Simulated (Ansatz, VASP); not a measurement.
GaSb3: VASP beside Ansatz

```
CELL_PARAMETERS angstrom
0.00000 3.64667 3.24554
3.64667 0.00000 3.24554
3.64667 3.64667 0.00000
ATOMIC_POSITIONS crystal
Ga 0.00000 0.00000 0.00000
Sb 0.25000 0.25000 0.25000
Sb 0.75000 0.75000 0.75000
Sb 0.50000 0.50000 0.50000
```

Change from the starting cell: engineering shear strain xz +0.0000, normal strain along z -0.1100.

Alike in both runs: task single point; functional PBEsol; k mesh 10 × 10 × 10; occupations gaussian, width 0.15 eV; no spin polarisation.

|  | VASP | Ansatz |
| --- | --- | --- |
| version | VASP 6.6.1 | Ansatz 0.2.0 |
| potentials or method | VASP PAW PBE potentials, release 64 (Ga_d, Sb), cutoff 520 eV | scalar-relativistic, plane waves, PAW |
| valence electrons in the cell | 28 | 58 |

VASP gave:

* gap on the k mesh at the Fermi level (eV): none
* pressure (GPa): 10.7
* traceless stress, the component that is largest in VASP (GPa): 1.65

**Question.** What did Ansatz give for the same quantities?

**Answer.** gap on the k mesh at the Fermi level (eV): none; pressure (GPa): 10.6; traceless stress, the component that is largest in VASP (GPa): 1.62.

VASP's potentials were made for PBE, not for PBEsol, and Ansatz warns of the same on its side. A gap of «none» marks a metal or a gap that the smearing closes. VASP's potentials hold 28 valence electrons a cell and Ansatz's 58, so a difference there can come from the potentials and not from the codes.

Neither program's run includes spin-orbit coupling.
